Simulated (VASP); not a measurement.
**Ca4AlTl: relaxation of cell and atoms with PBE**

Crystal: Ca4AlTl.

```
Ca Al Tl
1.0
     0.00000    4.72517    4.72517
     4.72517    0.00000    4.72517
     4.72517    4.72517    0.00000
Ca Al Tl
4 1 1
Direct
  0.87363 0.37546 0.37546
  0.37546 0.37546 0.37546
  0.37546 0.87363 0.37546
  0.37546 0.37546 0.87363
  0.75000 0.75000 0.75000
  0.00000 0.00000 0.00000
```

```
Program                : VASP 6.6.1
Task                   : relaxation of cell and atoms
Functional             : PBE
Potentials or basis    : VASP PAW PBE potentials, release 64 (Ca_sv, Al, Tl_d)
Cutoff                 : 600 eV
k mesh                 : 8 × 8 × 8
Occupations            : gaussian, width 0.1 eV
Spin                   : no spin polarisation
Dipole correction      : no
Further INCAR settings : ALGO = Fast; EDIFF = 1e-07; IBRION = 2; EDIFFG = -0.01; NSW = 100; ISIF = 3
```

The relaxed volume is 35.61 Å³/atom, the relaxed cell is a = 6.710 Å, b = 6.710 Å, c = 6.710 Å, α = 60.00°, β = 60.00°, γ = 60.00° and the space group after relaxing (to 0.1 Å) is F-43m (No. 216). The energy gained by relaxing is 0.3 meV/atom, the ionic steps are 3 and the pressure after relaxing is 0.0 GPa. The largest force after relaxing is 0.007 eV/Å and the band gap on the k mesh is zero (bands 28 and 29 overlap by 0.84 eV).

Forces in eV/Å, atoms in the order of the input:
```
Ca   0.004 -0.004 -0.004
Ca   0.004  0.004  0.004
Ca  -0.004  0.004 -0.004
Ca  -0.004 -0.004  0.004
Al   0.000  0.000  0.000
Tl   0.000  0.000  0.000
```

Step by step:
| step | energy change (eV) | largest force (eV/Å) | pressure (GPa) | volume (Å³) |
| --- | --- | --- | --- | --- |
| 1 | 0.0000 | 0.0298 | 0.20 | 211.00 |
| 2 | -0.0014 | 0.0111 | 0.10 | 212.34 |
| 3 | -0.0019 | 0.0070 | 0.02 | 213.65 |

Final structure:
```yaml
crystal:
  lattice:
    - [0.00000, 4.74484, 4.74484]
    - [4.74484, 0.00000, 4.74484]
    - [4.74484, 4.74484, 0.00000]
  atoms:
    - { symbol: Ca, position: [0.87415, 0.37528, 0.37528] }
    - { symbol: Ca, position: [0.37528, 0.37528, 0.37528] }
    - { symbol: Ca, position: [0.37528, 0.87415, 0.37528] }
    - { symbol: Ca, position: [0.37528, 0.37528, 0.87415] }
    - { symbol: Al, position: [0.75000, 0.75000, 0.75000] }
    - { symbol: Tl, position: [0.00000, 0.00000, 0.00000] }
```

Levels at points of the mesh, in eV from the Fermi level:
```tsv
k point	band 24	band 25	band 26	band 27	band 28	band 29	band 30	band 31	band 32	band 33
(0.00, 0.00, 0.00)	-1.92	-0.84	-0.84	-0.84	0.08	0.08	0.08	0.24	0.24	0.24
(0.50, 0.00, 0.00)	-2.54	-0.83	-0.83	-0.26	-0.26	-0.14	-0.08	1.10	1.10	1.24
(0.50, 0.50, 0.00)	-1.82	-1.72	-1.53	-1.53	0.60	0.60	0.66	0.73	1.51	1.54
```

It took 25 min on 1 thread of Intel(R) Xeon(R) Platinum 8124M CPU @ 3.00GHz (Skylake/Cascade Lake), on a shared host, peak memory 0.57 GiB.

Caveat: spin-orbit coupling is left out, which moves the levels of the heavy elements.
